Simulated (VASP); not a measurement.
Input of a VASP 6.6.1 run:

The input INCAR:

```
SYSTEM = C
ALGO = Normal
DIPOL = 0.5 0.5 0.500
EDIFF = 1E-6
EDIFFG = -0.03
ENCUT = 520
GGA = PE
IBRION = 2
IDIPOL = 3
ISIF = 2
ISMEAR = 0
IVDW = 12
KPAR = 2
LASPH = .TRUE.
LCHARG = .FALSE.
LDIPOL = .TRUE.
LREAL = .FALSE.
LWAVE = .FALSE.
NELM = 80
NSW = 70
PREC = Accurate
SIGMA = 0.05
```

The input KPOINTS:

```
k-points
0
G
  8 7 1
  0 0 0
```

The input POSCAR:

```
C
1.0
    3.6473242190      0.0000000000      0.0000000000
   -1.6658829478      3.9310150939      0.0000000000
    0.0000000000      0.0000000000     18.9299148964
C
10
Selective dynamics
Direct
    0.5001799339      0.3333933113      0.3697850750  F F F
    0.4998200661      0.6666066887      0.3697850750  F F F
    0.5001799339      0.8333933113      0.4348925375  F F F
    0.4998200661      0.1666066887      0.4348925375  F F F
    0.5001799339      0.3333933113      0.5000000000  T T T
    0.4998200661      0.6666066887      0.5000000000  T T T
    0.5001799339      0.8333933113      0.5651074625  T T T
    0.4998200661      0.1666066887      0.5651074625  T T T
    0.5001799339      0.3333933113      0.6302149250  T T T
    0.4998200661      0.6666066887      0.6302149250  T T T
```

Potentials or basis: VASP PAW PBE potentials, release 64 (C).

Command:

```sh
$ cat potpaw_PBE.64/C/POTCAR > POTCAR
$ mpirun -np 2 vasp_std > vasp.out
```

Problem. Estimate the dispersion energy per atom.

Solution. -0.117 eV.

Problem. Predict the band gap on the k mesh.

Solution. Zero (bands 20 and 21 overlap by 0.74 eV).

Final structure:
```yaml
crystal:
  lattice:
    - [3.64732, 0.00000, 0.00000]
    - [-1.66588, 3.93102, 0.00000]
    - [0.00000, 0.00000, 18.92991]
  atoms:
    - { symbol: C, position: [0.50018, 0.33339, 0.36979] }
    - { symbol: C, position: [0.49982, 0.66661, 0.36979] }
    - { symbol: C, position: [0.50018, 0.83339, 0.43489] }
    - { symbol: C, position: [0.49982, 0.16661, 0.43489] }
    - { symbol: C, position: [0.50011, 0.33530, 0.50005] }
    - { symbol: C, position: [0.49989, 0.66470, 0.50005] }
    - { symbol: C, position: [0.50004, 0.83657, 0.56549] }
    - { symbol: C, position: [0.49996, 0.16343, 0.56549] }
    - { symbol: C, position: [0.49972, 0.35427, 0.62519] }
    - { symbol: C, position: [0.50028, 0.64573, 0.62519] }
```
